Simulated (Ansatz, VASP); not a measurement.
BiTe: VASP beside Ansatz

Contents of INCAR:

```
SYSTEM = BiTe
PREC = Accurate
ENCUT = 600
EDIFF = 1E-6
ISMEAR = -1
SIGMA = 0.05
LREAL = .FALSE.
LASPH = .TRUE.
NELM = 60
ALGO = Normal
ISIF = 3
LWAVE = .FALSE.
LCHARG = .FALSE.
GGA = PE
IBRION = 2
NSW = 60
EDIFFG = -0.01
```

KPOINTS

```
regular mesh
0
G
  7 7 7
  0 0 0
```

Contents of POSCAR:

```
BiTe
1.0
    2.4227077728      1.3987509848      3.3172919545
   -2.4227077728      1.3987509848      3.3172919545
    0.0000000000     -2.7975019696      3.3172919545
Bi Te
1 1
Direct
    0.5000000000      0.5000000000      0.5000000000
    0.0000000000      0.0000000000      0.0000000000
```

Contents of input.yaml:

```yaml
crystal:
  lattice:
    - [2.4227077728, 1.3987509848, 3.3172919545]
    - [-2.4227077728, 1.3987509848, 3.3172919545]
    - [0.0, -2.7975019696, 3.3172919545]
  atoms:
    - { symbol: Bi, position: [0.5, 0.5, 0.5] }
    - { symbol: Te, position: [0.0, 0.0, 0.0] }
hamiltonian:
  xc: pbe
  pseudopotentials: { kind: paw }
kpoints:
  mp_grid: { grid: [7, 7, 7] }
scf:
  occupations: { method: fermi_dirac, width: 0.05 }
output:
  forces: true
  stress: true
  eigenvalues: true
relax:
  f_tol: 0.01
  max_steps: 40
  cell: { stress_tol: 0.05 }
```

Alike in both runs: task relaxation of cell and atoms; functional PBE; k mesh 7 × 7 × 7; occupations fermi-dirac, width 0.05 eV; no spin polarisation.

|  | VASP | Ansatz |
| --- | --- | --- |
| version | VASP 6.6.1 | Ansatz 0.2.0 |
| potentials or method | VASP PAW PBE potentials, release 64 (Bi_d, Te) | Ansatz PAW |
| plane-wave cutoff (eV) | 600 | 420 |
| valence electrons in the cell | 21 | 31 |

Ansatz gave:

| Property | Result |
| --- | --- |
| gap on the k mesh at the Fermi level, each at its own relaxed structure (eV) | none |
| relaxed volume (Å³/atom) | 33.82 |
| relaxed cell length with the largest relative difference (Å) | 4.342 |

**Question.** What did VASP give for the same quantities?

**Answer.** gap on the k mesh at the Fermi level, each at its own relaxed structure (eV): none; relaxed volume (Å³/atom): 33.79; relaxed cell length with the largest relative difference (Å): 4.342.

A gap of «none» marks a metal or a gap that the smearing closes. VASP's potentials hold 21 valence electrons a cell and Ansatz's 31, so a difference there can come from the potentials and not from the codes.

Neither program's run includes spin-orbit coupling. Noted on Ansatz's run: the plane-wave basis is chosen anew once the cell has moved, so the energies of steps on either side of that aren't comparable.
